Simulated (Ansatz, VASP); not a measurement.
# Os in VASP and in Ansatz

The input INCAR:

```
  ALGO = Fast
  EDIFF = 1E-7
  EDIFFG = -0.04
  ENCUT = 600
  GGA = PE
  IBRION = 2
  ISIF = 3
  ISMEAR = 0
  LASPH = True
  LCHARG = False
  LREAL = False
  LWAVE = False
  NELM = 80
  NSW = 90
  PREC = Accurate
  SIGMA = 0.1
```

File KPOINTS:

```
k-points
0
Gamma
  6 6 4
```

The input POSCAR:

```
Os
1.0
    2.0622585485     -3.4951457981      0.0000000000
    2.0622585485      3.4951457981      0.0000000000
    0.0000000000      0.0000000000      4.1300034079
Os
4
Direct
    0.1525000000      0.8475000000      0.0785000000
    0.6525000000      0.3475000000      0.4215000000
    0.8475000000      0.1525000000      0.9215000000
    0.3475000000      0.6525000000      0.5785000000
```

Input for Ansatz:

```yaml
crystal:
  lattice:
    - [2.0622585485, -3.4951457981, 0.0]
    - [2.0622585485, 3.4951457981, 0.0]
    - [0.0, 0.0, 4.1300034079]
  atoms:
    - { symbol: Os, position: [0.1525, 0.8475, 0.0785] }
    - { symbol: Os, position: [0.6525, 0.3475, 0.4215] }
    - { symbol: Os, position: [0.8475, 0.1525, 0.9215] }
    - { symbol: Os, position: [0.3475, 0.6525, 0.5785] }
basis:
  ecutwfc: 420
kpoints:
  mp_grid: { grid: [6, 6, 4] }
hamiltonian:
  xc: pbe
scf:
  occupations: { method: gaussian, width: 0.1 }
  lower_state_search: "off"
output:
  forces: true
  stress: true
  eigenvalues: true
relax:
  adjacent_minimum: "off"
  f_tol: 0.04
  max_steps: 70
  cell: { stress_tol: 0.4 }
```

Alike in both runs: task relaxation of cell and atoms; functional PBE; k mesh 6 × 6 × 4; occupations gaussian, width 0.1 eV; no spin polarisation.

|  | VASP | Ansatz |
| --- | --- | --- |
| version | VASP 6.6.1 | Ansatz 0.2.0 |
| potentials or method | VASP PAW PBE potentials, release 64 (Os), cutoff 600 eV | scalar-relativistic, plane waves, PAW |
| valence electrons in the cell | 32 | 64 |

|  | VASP | Ansatz | Ansatz less VASP |
| --- | --- | --- | --- |
| gap on the k mesh at the Fermi level, each at its own relaxed structure (eV) | none | none | - |
| relaxed volume (Å³/atom) | 16.14 | 16.16 | +0.020 |
| relaxed length of the cell vector where the two differ most in proportion (Å) | 4.596 | 4.601 | +0.0054 |

A gap of «none» marks a metal or a gap that the smearing closes. VASP's potentials hold 32 valence electrons a cell and Ansatz's 64, so a difference there can come from the potentials and not from the codes.

The k mesh is coarse, so the values compare programs but aren't converged. Spin-orbit coupling is off throughout.
